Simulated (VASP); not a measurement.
# Ga (Cmce) in VASP: further runs

The runs below take Ga through single point, with LDA.

Everything below comes from runs of VASP 6.6.1. Logs are shortened: lines on timing, memory, paths and dates and some standing lists are left out, and cuts for length are marked.

**1. The cell of the first run**

The structure is orthorhombic, space group Cmce (No. 64). Conventional cell: a = 4.457 Å, b = 7.474 Å, c = 4.414 Å, α = 90.00°, β = 90.00°, γ = 90.00°. Within 3.2 Å of Ga (site symmetry m) lie 7 Ga at 2.45 to 2.74 Å.

**2. Single point, LDA**

The input, INCAR:

```
SYSTEM = Ga
ALGO = Fast
EDIFF = 1E-6
ENCUT = 520
ISIF = 2
ISMEAR = 0
LASPH = .True.
LCHARG = .True.
LELF = .True.
LREAL = .False.
LVHAR = .True.
LWAVE = .False.
NBANDS = 34
NELM = 100
PREC = Accurate
SIGMA = 0.1
```

The input, KPOINTS:

```
k-points
0
Gamma
  10 10 8
  0 0 0
```

The input, POSCAR:

```
Ga
1.0
    2.2287015239     -3.7370395939      0.0000000000
    2.2287015239      3.7370395939      0.0000000000
    0.0000000000      0.0000000000      4.4140794520
Ga
4
Direct
    0.6560834326      0.3439165674      0.4145390805
    0.8439165674      0.1560834326      0.9145390805
    0.3439165674      0.6560834326      0.5854609195
    0.1560834326      0.8439165674      0.0854609195
```

Potentials or basis: VASP PAW LDA potentials, release 64 (Ga_d).

Command:

```
$ cat potpaw_LDA.64/Ga_d/POTCAR > POTCAR
$ mpirun -np 1 vasp_std > vasp.out
```

OUTCAR:

```text
SYSTEM = Ga
   EDIFF = 1E-6
   ENCUT = 520
   ISIF = 2
   ISMEAR = 0
   LASPH = .True.
   LREAL = .False.
   NELM = 100
   PREC = Accurate

 ion  position               nearest neighbor table
   1  0.656  0.344  0.415-   3 2.45   2 2.62   2 2.62   4 2.66   4 2.66   3 2.74   3 2.74
   2  0.844  0.156  0.915-   4 2.45   1 2.62   1 2.62   3 2.66   3 2.66   4 2.74   4 2.74
   3  0.344  0.656  0.585-   1 2.45   4 2.62   4 2.62   2 2.66   2 2.66   1 2.74   1 2.74
   4  0.156  0.844  0.085-   2 2.45   3 2.62   3 2.62   1 2.66   1 2.66   2 2.74   2 2.74

  LATTYP: Found a base centered orthorhombic cell.
 ALAT       =     4.4574030478
 B/A-ratio  =     1.6767788570
 C/A-ratio  =     0.9902805299

  Lattice vectors:

 A1 = (   2.2287015239,  -3.7370395939,   0.0000000000)
 A2 = (   2.2287015239,   3.7370395939,   0.0000000000)
 A3 = (   0.0000000000,   0.0000000000,   4.4140794520)

Analysis of symmetry for initial positions (statically):
=====================================================================
 Subroutine PRICEL returns:
 Original cell was already a primitive cell.

 Routine SETGRP: Setting up the symmetry group for a
 base centered orthorhombic supercell.

 Subroutine GETGRP returns: Found  8 space group operations
 (whereof  4 operations were pure point group operations)
 out of a pool of  8 trial point group operations.

The static configuration has the point symmetry C_2h.
 The point group associated with its full space group is D_2h.

Analysis of symmetry for dynamics (positions and initial velocities):
=====================================================================
 Subroutine PRICEL returns:
 Original cell was already a primitive cell.

 Routine SETGRP: Setting up the symmetry group for a
 base centered orthorhombic supercell.

 Subroutine GETGRP returns: Found  8 space group operations
 (whereof  4 operations were pure point group operations)
 out of a pool of  8 trial point group operations.

The dynamic configuration has the point symmetry C_2h.
 The point group associated with its full space group is D_2h.

 Subroutine INISYM returns: Found  8 space group operations
 (whereof  4 operations are pure point group operations),
 and found     1 'primitive' translations

----------------------------------------------------------------------------------------

                                     Primitive cell

  volume of cell :      73.5275

  direct lattice vectors                    reciprocal lattice vectors
     2.228701524 -3.737039594  0.000000000     0.224345878 -0.133795746  0.000000000
     2.228701524  3.737039594  0.000000000     0.224345878  0.133795746  0.000000000
     0.000000000  0.000000000  4.414079452     0.000000000  0.000000000  0.226547803

  length of vectors
     4.351157939  4.351157939  4.414079452     0.261213274  0.261213274  0.226547803

  position of ions in fractional coordinates (direct lattice)
     0.656083433  0.343916567  0.414539080
     0.843916567  0.156083433  0.914539080
     0.343916567  0.656083433  0.585460920
     0.156083433  0.843916567  0.085460920

  ion indices of the primitive-cell ions
   primitive index   ion index
                 1           1
                 2           2
                 3           3
                 4           4

----------------------------------------------------------------------------------------

 KPOINTS: k-points

Automatic generation of k-mesh.
 Grid dimensions read from file:
 generate k-points for:   10   10    8

 Generating k-lattice:

  Cartesian coordinates                     Fractional coordinates (reciprocal lattice)
     0.022434588 -0.013379575  0.000000000     0.100000000  0.000000000  0.000000000
     0.022434588  0.013379575  0.000000000     0.000000000  0.100000000  0.000000000
     0.000000000  0.000000000  0.028318475     0.000000000  0.000000000  0.125000000

  Length of vectors
     0.026121327  0.026121327  0.028318475

  Shift w.r.t. Gamma in fractional coordinates (k-lattice)
     0.000000000  0.000000000  0.000000000

 Subroutine IBZKPT returns following result:
 ===========================================

 Found    155 irreducible k-points:

 Following reciprocal coordinates:
            Coordinates               Weight
  0.000000  0.000000  0.000000      1.000000
  0.100000  0.000000  0.000000      4.000000
  0.200000  0.000000  0.000000      4.000000
  0.300000  0.000000  0.000000      4.000000
  0.400000 -0.000000  0.000000      4.000000
  0.500000  0.000000  0.000000      2.000000
[... 16 lines left out ...]
  0.300000  0.300000  0.000000      2.000000
  0.400000  0.300000  0.000000      4.000000
 [... further k-points ...]
   k-points           NKPTS =    155   k-points in BZ     NKDIM =    155   number of bands    NBANDS=     34
   number of dos      NEDOS =    301   number of ions     NIONS =      4
   total plane-waves  NPLWV =  36864
   dimension x,y,z NGX =    32 NGY =   32 NGZ =   36
   dimension x,y,z NGXF=    64 NGYF=   64 NGZF=   72
   ions per type =               4
   NGX,Y,Z   is equivalent  to a cutoff of  12.23, 12.23, 13.56 a.u.
   NGXF,Y,Z  is equivalent  to a cutoff of  24.45, 24.45, 27.12 a.u.
 SYSTEM =  Ga
   PREC   = accura    normal or accurate (medium, high low for compatibility)
   ISTART =      0    job   : 0-new  1-cont  2-samecut
   ICHARG =      2    charge: 1-file 2-atom 10-const
   ISPIN  =      1    spin polarized calculation?
   LNONCOLLINEAR =      F non collinear calculations
   LSORBIT =      F    spin-orbit coupling
   LASPH  =      T    aspherical Exc in radial PAW
   ENCUT  =  520.0 eV  38.22 Ry    6.18 a.u.   8.09  8.09  8.21*2*pi/ulx,y,z
   NELM   =    100;   NELMIN=  2; NELMDL= -5     # of ELM steps
   EDIFF  = 0.1E-05   stopping-criterion for ELM
   LREAL  =      F    real-space projection
   EDIFFG = 0.1E-04   stopping-criterion for IOM
   NSW    =      0    number of steps for IOM
   IBRION =     -1    ionic relax: 0-MD 1-quasi-New 2-CG
   NFREE  =      0    steps in history (QN), initial steepest desc. (CG)
   ISIF   =      2    stress and relaxation
   ISYM   =      2    0-nonsym 1-usesym 2-fastsym
   POTIM  = 0.5000    time-step for ionic-motion
   TEBEG  =    0.0;   TEEND  =   0.0 temperature during run
   PSTRESS=    0.0 pullay stress
   NELECT =      52.0000    total number of electrons
   NUPDOWN=      -1.0000    fix difference up-down
   EMIN   =  10.00;   EMAX   =-10.00  energy-range for DOS
   EFERMI =   0.00;   METHOD = LEGACY
   ISMEAR =     0;   SIGMA  =   0.10  broadening in eV -4-tet -1-fermi 0-gaus
   EFERMI_NEDOS =   21; number of points for ismear=-14 and -15
   IALGO  =     68    algorithm
   IMIX   =      4    mixing-type and parameters
     AMIX     =   0.40;   BMIX     =  1.00
     AMIX_MAG =   1.60;   BMIX_MAG =  1.00
  volume/ion in A,a.u.               =      18.38       124.05
  Fermi-wavevector in a.u.,A,eV,Ry     =   1.458566  2.756290 28.945228  2.127414
  Thomas-Fermi vector in A             =   2.575235
   LORBIT       =      0    0 simple, 1 ext, 2 COOP (PROOUT), +10 PAW based schemes
   GGA     = CA    functional components
   LHFCALC =     F    Hartree Fock is set to
   AEXX    =    0.0000 exact exchange contribution
   IVDW    =     0    specifies the selected vdW correction
   LEPSILON=     F    determine dielectric tensor
   LRPA    =     F    only Hartree local field effects (RPA)
 non-spin polarized calculation
 RMM-DIIS sequential band-by-band and
 Gauss-broadening in eV      SIGMA  =   0.10
  energy-cutoff  :      520.00
  volume of cell :       73.53
 maximum number of plane-waves:      2016
   NGX = 17   NGY = 17   NGZ = 17

 number of electron      52.0000021 magnetization

 Free energy of the ion-electron system (eV)
  ---------------------------------------------------
  ext. energy  EPLUGINS =         0.00000000
  ---------------------------------------------------
  free energy    TOTEN  =       -14.42349643 eV

  energy without entropy =      -14.41851500  energy(sigma->0) =      -14.42100571

 E-fermi :   5.2556     XC(G=0): -11.2940

 val. band max:        5.2553803290   @ k =   0.0000   0.0000   0.5000
 cond. band min:       5.2560573501   @ k =   0.0000   0.0000   0.5000
 fundamental gap:      0.0006770211
 Fermi energy:         5.2555904019

 k-point     1 :       0.0000    0.0000    0.0000
  band No.  band energies     occupation
      1      -9.9887      2.00000
      2      -9.9843      2.00000
      3      -9.9524      2.00000
      4      -9.9313      2.00000
      5      -9.8967      2.00000
      6      -9.8774      2.00000
[... 26 lines left out ...]
     33      12.5803      0.00000
     34      13.3463      0.00000

 k-point     2 :       0.1000    0.0000    0.0000
  band No.  band energies     occupation
      1      -9.9916      2.00000
      2      -9.9794      2.00000
      3      -9.9551      2.00000
      4      -9.9357      2.00000
      5      -9.8885      2.00000
      6      -9.8748      2.00000
[... 26 lines left out ...]
     33      12.5688      0.00000
     34      13.4146      0.00000

 k-point     3 :       0.2000    0.0000    0.0000
  band No.  band energies     occupation
      1      -9.9947      2.00000
      2      -9.9660      2.00000
      3      -9.9641      2.00000
      4      -9.9448      2.00000
      5      -9.8820      2.00000
      6      -9.8553      2.00000
[... 26 lines left out ...]
     33      11.8899      0.00000
     34      12.8818      0.00000

 k-point     4 :       0.3000    0.0000    0.0000
  band No.  band energies     occupation
      1      -9.9937      2.00000
      2      -9.9705      2.00000
      3      -9.9615      2.00000
      4      -9.9401      2.00000
      5      -9.8867      2.00000
      6      -9.8743      2.00000
[... 26 lines left out ...]
     33      11.5253      0.00000
     34      12.9113      0.00000

 k-point     5 :       0.4000   -0.0000    0.0000
  band No.  band energies     occupation
      1      -9.9923      2.00000
      2      -9.9730      2.00000
      3      -9.9605      2.00000
      4      -9.9255      2.00000
      5      -9.9026      2.00000
      6      -9.8947      2.00000
[... 621 lines left out ...]
 k-point    22 :      -0.2000    0.2000    0.0000
  band No.  band energies     occupation
      1     -10.0028      2.00000
      2      -9.9860      2.00000
      3      -9.9471      2.00000
      4      -9.9301      2.00000
      5      -9.9022      2.00000
      6      -9.8914      2.00000
[... 26 lines left out ...]
     33      10.9801      0.00000
     34      11.5542      0.00000

 k-point    23 :       0.3000    0.3000    0.0000
  band No.  band energies     occupation
      1     -10.0398      2.00000
      2      -9.9907      2.00000
      3      -9.9666      2.00000
      4      -9.9201      2.00000
      5      -9.9129      2.00000
      6      -9.8245      2.00000
[... 26 lines left out ...]
     33      14.8878      0.00000
     34      14.9156      0.00000

 k-point    24 :       0.4000    0.3000    0.0000
  band No.  band energies     occupation
      1     -10.0442      2.00000
      2     -10.0027      2.00000
      3      -9.9676      2.00000
      4      -9.9071      2.00000
      5      -9.8922      2.00000
      6      -9.8638      2.00000
[... 26 lines left out ...]
     33      14.7677      0.00000
     34      15.4911      0.00000

 [... further k-points ...]

------------------------ aborting loop because EDIFF is reached ----------------------------------------

  FORCE on cell =-STRESS in cart. coord.  units (eV):
  Direction    XX          YY          ZZ          XY          YZ          ZX
  --------------------------------------------------------------------------------------
  -------------------------------------------------------------------------------------
  Total        0.0790510      0.1232859      0.1081866      0.0000000      0.0000000      0.0000000
  in kB        1.7225351      2.6864214      2.3574063      0.0000000      0.0000000      0.0000000
  external PRESSURE =       2.2554543 kB  Pullay stress =       0.0000000 kB

 VOLUME and BASIS-vectors are now :
 -----------------------------------------------------------------------------
  energy-cutoff  :      520.00
  volume of cell :       73.53
      direct lattice vectors                 reciprocal lattice vectors
     2.228701524 -3.737039594  0.000000000     0.224345878 -0.133795746  0.000000000
     2.228701524  3.737039594  0.000000000     0.224345878  0.133795746  0.000000000
     0.000000000  0.000000000  4.414079452     0.000000000  0.000000000  0.226547803

 POSITION                                       TOTAL-FORCE (eV/Angst)
 -----------------------------------------------------------------------------------
      2.22870     -1.16658      1.82981         0.000000      0.001133     -0.001190
      2.22870     -2.57046      4.03685         0.000000     -0.001133     -0.001190
      2.22870      1.16658      2.58427         0.000000     -0.001133      0.001190
      2.22870      2.57046      0.37723         0.000000      0.001133      0.001190
 -----------------------------------------------------------------------------------
    total drift:                                0.000000      0.000000      0.000000

  FREE ENERGIE OF THE ION-ELECTRON SYSTEM (eV)
  ---------------------------------------------------
  free  energy   TOTEN  =       -14.4234964274 eV

  energy  without entropy=      -14.4185149970  energy(sigma->0) =      -14.42100571
```

It took 6.6 min on 1 thread of Intel Xeon 8259CL, shared host; peak memory 0.36 GiB.

What came out:

```
Free energy            : -14.4235 eV
Pressure               : 0.2 GPa
Band gap on the k mesh : zero (bands 26 and 27 overlap by 1.52 eV)
```

Stress tensor (GPa, compression positive):
```
0.17 0.00 0.00
0.00 0.27 0.00
0.00 0.00 0.24
```

Levels at points of the mesh, in eV from the Fermi level:
```tsv
k point	band 23	band 24	band 25	band 26	band 27	band 28	band 29	band 30
(0.00, 0.00, 0.00)	-3.73	-1.81	-1.72	-0.64	0.94	1.09	1.22	5.40
(0.50, 0.00, 0.00)	-3.39	-3.39	-1.34	-1.34	0.93	0.93	4.47	4.47
(0.50, 0.50, 0.00)	-4.16	-3.47	-1.53	-1.47	1.22	1.38	3.57	4.05
(0.00, 0.00, 0.50)	0.00	0.00	0.00	0.00	0.17	0.17	2.30	2.30
(0.50, 0.00, 0.50)	-6.43	-6.43	-1.51	-1.51	0.69	0.69	7.51	7.51
(0.50, 0.50, 0.50)	-5.42	-5.42	-1.34	-1.34	-1.00	-1.00	7.22	7.22
```

(Part 1 of 2 ends here.)

The gap in the log of VASP goes by the Fermi energy; the results here count the filled bands.